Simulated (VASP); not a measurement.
# La2AlCo2C (Immm) in VASP: further runs, part 2 of 2

VASP 6.6.1. Earlier steps stand in the parts before.

### Step 3. Single point, PBE

This run uses another cell than the first one: it holds 6 atoms, not 24.

File INCAR:

```
SYSTEM = La2AlCo2C
PREC = Accurate
ENCUT = 520
EDIFF = 1E-6
ISMEAR = 0
SIGMA = 0.05
LREAL = .FALSE.
LASPH = .TRUE.
NELM = 80
ALGO = Normal
ISIF = 2
LWAVE = .FALSE.
LCHARG = .FALSE.
GGA = PE
NBANDS = 32
```

File KPOINTS:

```
regular mesh
0
G
  10 10 10
  0 0 0
```

File POSCAR:

```
La2AlCo2C
1.0
   -2.0964994594      3.0489894569      4.5002684970
    2.0964994594     -3.0489894569      4.5002684970
    2.0964994594      3.0489894569     -4.5002684970
La Al Co C
2 1 2 1
Direct
    0.1920984917      0.6920984917      0.5000000000
    0.8079015083      0.3079015083      0.5000000000
    0.5000000000      0.5000000000      0.0000000000
    0.2901510773      0.0000000000      0.2901510773
    0.7098489227      0.0000000000      0.7098489227
    0.0000000000      0.0000000000      0.0000000000
```

Potentials or basis: VASP PAW PBE potentials, release 64 (La, Al, Co, C).

Command:

```sh
$ cat potpaw_PBE.64/La/POTCAR potpaw_PBE.64/Al/POTCAR potpaw_PBE.64/Co/POTCAR potpaw_PBE.64/C/POTCAR > POTCAR
$ mpirun -np 1 vasp_std > vasp.out
```

OUTCAR:

```text
SYSTEM = La2AlCo2C
   PREC = Accurate
   ENCUT = 520
   EDIFF = 1E-6
   ISMEAR = 0
   LREAL = .FALSE.
   LASPH = .TRUE.
   NELM = 80
   ISIF = 2
   GGA = PE

 ion  position               nearest neighbor table
   1  0.192  0.692  0.500-   6 2.72   6 2.72   5 3.05   4 3.05   4 3.24   4 3.24   5 3.24   5 3.24
                             2 3.46   3 3.47   3 3.47   3 3.51   3 3.51
   2  0.808  0.308  0.500-   6 2.72   6 2.72   5 3.05   4 3.05   5 3.24   5 3.24   4 3.24   4 3.24
                             1 3.46   3 3.47   3 3.47   3 3.51   3 3.51
   3  0.500  0.500  0.000-   5 2.46   4 2.46   5 2.46   4 2.46   1 3.47   2 3.47   2 3.47   1 3.47
                             1 3.51   1 3.51   2 3.51   2 3.51
   4  0.290  0.000  0.290-   6 1.77   3 2.46   3 2.46   5 2.56   1 3.05   2 3.05   2 3.24   1 3.24
                             1 3.24   2 3.24
   5  0.710  0.000  0.710-   6 1.77   3 2.46   3 2.46   4 2.56   2 3.05   1 3.05   1 3.24   2 3.24
                             2 3.24   1 3.24
   6  0.000  0.000  0.000-   4 1.77   5 1.77   2 2.72   1 2.72   1 2.72   2 2.72

  LATTYP: Found a body centered orthorhombic cell.
 ALAT       =     4.1929989188
 B/A-ratio  =     1.4543239891
 C/A-ratio  =     2.1465631564

  Lattice vectors:

[... 191 lines left out ...]
 fundamental gap:      0.0037573451
 Fermi energy:         8.4363941554

 k-point     1 :       0.0000    0.0000    0.0000
  band No.  band energies     occupation
      1     -24.1347      2.00000
      2     -23.9502      2.00000
      3      -8.3393      2.00000
      4      -8.2012      2.00000
      5      -7.7729      2.00000
      6      -7.6499      2.00000
[... 829 lines left out ...]
     31      10.4790      0.00000
     32      10.6386      0.00000

 [... further k-points ...]

------------------------ aborting loop because EDIFF is reached ----------------------------------------

  FORCE on cell =-STRESS in cart. coord.  units (eV):
  Direction    XX          YY          ZZ          XY          YZ          ZX
  --------------------------------------------------------------------------------------
  -------------------------------------------------------------------------------------
  Total       -0.1107754      0.2089275     -0.1745705      0.0000000      0.0000000      0.0000000
  in kB       -1.5424282      2.9090892     -2.4307060      0.0000000      0.0000000      0.0000000
  external PRESSURE =      -0.3546817 kB  Pullay stress =       0.0000000 kB

 VOLUME and BASIS-vectors are now :
 -----------------------------------------------------------------------------
  energy-cutoff  :      520.00
  volume of cell :      115.07
      direct lattice vectors                 reciprocal lattice vectors
    -2.096499459  3.048989457  4.500268497     0.000000000  0.163988760  0.111104482
     2.096499459 -3.048989457  4.500268497     0.238492787  0.000000000  0.111104482
     2.096499459  3.048989457 -4.500268497     0.238492787  0.163988760  0.000000000

 POSITION                                       TOTAL-FORCE (eV/Angst)
 -----------------------------------------------------------------------------------
      2.09650      0.00000      1.72899         0.000000     -0.000000      0.006559
      0.00000      3.04899      2.77128        -0.000000     -0.000000     -0.006559
      0.00000      0.00000      4.50027        -0.000000     -0.000000      0.000000
      0.00000      1.76934      0.00000        -0.000000      0.045738     -0.000000
      0.00000      4.32864      0.00000         0.000000     -0.045738      0.000000
      0.00000      0.00000      0.00000        -0.000000     -0.000000      0.000000
 -----------------------------------------------------------------------------------
    total drift:                                0.000000      0.000000     -0.000000

  FREE ENERGIE OF THE ION-ELECTRON SYSTEM (eV)
  ---------------------------------------------------
  free  energy   TOTEN  =       -38.9545919937 eV

  energy  without entropy=      -38.9497936302  energy(sigma->0) =      -38.95219281
```

stdout:

```text
POSCAR found type information on POSCAR LaAlCoC
 POSCAR found :  4 types and       6 ions
 scaLAPACK will be used
 LDA part: xc-table for (Slater+PW92), standard interpolation
 POSCAR, INCAR and KPOINTS ok, starting setup
 FFT: planning ... GRIDC
 FFT: planning ... GRID_SOFT
 FFT: planning ... GRID
 WAVECAR not read
 entering main loop
```

It took 14 min on 1 thread of Intel Xeon 6975P-C (Granite Rapids), shared host; peak memory 0.85 GiB.

Results:

```yaml
Free_energy: -38.9546 eV
Pressure: 0.0 GPa
Largest_force: 0.046 eV/Å
Band_gap_on_the_k_mesh: zero (an odd number of electrons rules out a gap without spin polarisation)
```

Forces on the atoms (eV/Å):
```
La   0.000  0.000  0.007
La   0.000  0.000 -0.007
Al   0.000  0.000  0.000
Co   0.000  0.046  0.000
Co   0.000 -0.046  0.000
C    0.000  0.000  0.000
```

Stress tensor (GPa, compression positive):
```
-0.15  0.00  0.00
 0.00  0.29  0.00
 0.00  0.00 -0.24
```

Caveat: spin-orbit coupling is left out, which moves the levels of the heavy elements; the run has no spin polarisation, though such a crystal can be magnetic.

The gap in the log of VASP goes by the Fermi energy; the results here count the filled bands.